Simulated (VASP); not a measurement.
## P2Se2O: single point with PBE+D3(BJ)

Crystal: P2Se2O.

```
CELL_PARAMETERS angstrom
3.74423 0.00000 0.00000
0.00000 3.74423 0.00000
0.00000 0.00000 4.54490
ATOMIC_POSITIONS crystal
P 0.50000 0.50000 0.03518
P 0.00000 0.00000 0.93278
Se 0.50000 0.50000 0.48539
Se 0.00000 0.00000 0.29299
O 0.00000 0.00000 0.58205
```

```
Program             : VASP 6.6.1
Task                : single point
Functional          : PBE
Dispersion          : D3(BJ)
Potentials or basis : VASP PAW PBE potentials, release 64 (P, Se, O)
Cutoff              : 520 eV
k mesh              : 4 × 4 × 4
Occupations         : gaussian, width 0.1 eV
Spin                : collinear spin, ferromagnetic start
Starting moments    : [0.0, 0.0, 0.0, 0.0, 1.0] μB
```

```yaml
Pressure: 125.1 GPa
Largest_force: 37.178 eV/Å
Band_gap_on_the_k_mesh: zero (filled and empty bands overlap)
Net_moment: 0.00 μB per cell
Valence_electrons_inside_the_program's_atomic_spheres: P 2.46, 2.65; Se 4.09, 5.32; O 5.65
Dispersion_energy_per_atom: -0.456 eV
```

Forces in eV/Å, atoms in the order of the input:
```
P     0.000   0.000  -5.013
P     0.000   0.000 -25.162
Se    0.000   0.000   1.753
Se    0.000   0.000  -8.757
O     0.000   0.000  37.178
```

Stress tensor (GPa, compression positive):
```
 28.78   0.00   0.00
  0.00  28.78   0.00
  0.00   0.00 317.68
```

Levels at points of the mesh, in eV from the Fermi level:
Spin up:
| k point | band 10 | band 11 | band 12 | band 13 | band 14 | band 15 | band 16 | band 17 | band 18 | band 19 |
| --- | --- | --- | --- | --- | --- | --- | --- | --- | --- | --- |
| (0.00, 0.00, 0.00) | -5.42 | -1.74 | -1.74 | -0.65 | -0.65 | -0.25 | -0.03 | 1.80 | 3.40 | 3.40 |
| (0.50, 0.00, 0.00) | -4.71 | -4.06 | -3.41 | -3.01 | 0.10 | 0.42 | 0.85 | 0.88 | 4.35 | 5.88 |
| (0.50, 0.50, 0.00) | -6.82 | -3.37 | -3.37 | -1.42 | -1.05 | -1.05 | 2.29 | 3.99 | 3.99 | 7.90 |
| (0.00, 0.00, 0.50) | -5.06 | -1.93 | -1.93 | -0.28 | 0.94 | 1.04 | 1.04 | 1.22 | 2.88 | 4.41 |
| (0.50, 0.00, 0.50) | -4.72 | -4.52 | -3.91 | -1.79 | -1.57 | -0.80 | 1.12 | 3.13 | 3.18 | 6.42 |
| (0.50, 0.50, 0.50) | -4.49 | -2.83 | -2.83 | -1.01 | 1.91 | 1.94 | 1.94 | 4.18 | 4.18 | 4.48 |
Spin down:
| k point | band 12 | band 13 | band 14 | band 15 | band 16 | band 17 |
| --- | --- | --- | --- | --- | --- | --- |
| (0.00, 0.00, 0.00) | -1.74 | -0.65 | -0.65 | -0.25 | -0.03 | 1.80 |
| (0.50, 0.00, 0.00) | -3.41 | -3.01 | 0.10 | 0.42 | 0.85 | 0.88 |
| (0.50, 0.50, 0.00) | -3.37 | -1.42 | -1.05 | -1.05 | 2.29 | 3.99 |
| (0.00, 0.00, 0.50) | -1.93 | -0.27 | 0.94 | 1.04 | 1.04 | 1.22 |
| (0.50, 0.00, 0.50) | -3.91 | -1.79 | -1.57 | -0.80 | 1.12 | 3.13 |
| (0.50, 0.50, 0.50) | -2.83 | -1.01 | 1.91 | 1.94 | 1.94 | 4.18 |

Run time: 57 s on 1 thread of Intel(R) Xeon(R) Platinum 8259CL CPU @ 2.50GHz (Skylake/Cascade Lake), with other jobs on the host, peak memory 0.22 GiB.

Caveat: the k points lie up to 0.42 Å⁻¹ apart; pairwise dispersion overbinds metals, which lowers pressure and volume; forces of over 1 eV/Å act on the atoms, so gaps and moduli don't describe the material at rest.
